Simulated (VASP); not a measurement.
Write the native input for VASP 6.6.1 that does the following.

```yaml
Task: single point
Functional: PBE
Potentials_or_basis: VASP PAW PBE potentials, release 64 (Ti_sv, C)
Cutoff: 600 eV
k_mesh: 6 × 6 × 6
Occupations: gaussian, width 0.05 eV
Spin: no spin polarisation
Dipole_correction: no
Further_INCAR_settings: ALGO = Normal; EDIFF = 1e-06; NBANDS = 15
```

The structure of TiC lies in POSCAR:

```
TiC
1.0
    2.7312385822      0.0000000000      0.0000000000
    0.0000000000      2.7312385822      0.0000000000
    0.0000000000      0.0000000000      2.7312385822
Ti C
1 1
Direct
    0.0000000000      0.0000000000      0.0000000000
    0.5000000000      0.5000000000      0.5000000000
```

One way to write it, as run:

INCAR

```
SYSTEM = TiC
  ALGO = Normal
  EDIFF = 1E-6
  ENCUT = 600
  GGA = PE
  GGA_COMPAT = .False.
  ISIF = 2
  ISMEAR = 0
  LASPH = .True.
  LCHARG = .False.
  LREAL = .False.
  LWAVE = .False.
  NBANDS = 15
  NELM = 120
  PREC = Accurate
  SIGMA = 0.05
```

KPOINTS

```
k-points
0
Gamma
  6 6 6
  0 0 0
```

Potentials or basis: VASP PAW PBE potentials, release 64 (Ti_sv, C).

Command:

```console
$ cat potpaw_PBE.64/Ti_sv/POTCAR potpaw_PBE.64/C/POTCAR > POTCAR
$ mpirun -np 1 vasp_std > vasp.out
```

Results of the run:

```json
{"Pressure": "-5.6 GPa", "Band gap on the k mesh": "zero (band 8 reaches 11.20 eV, above the bottom of band 9 at 9.16 eV)"}
```

Caveat: the k points lie up to 0.38 Å⁻¹ apart.

It took 13 s on 1 thread of AMD EPYC 7R13 Processor (Zen 3) (shared host), peak memory 0.11 GiB.
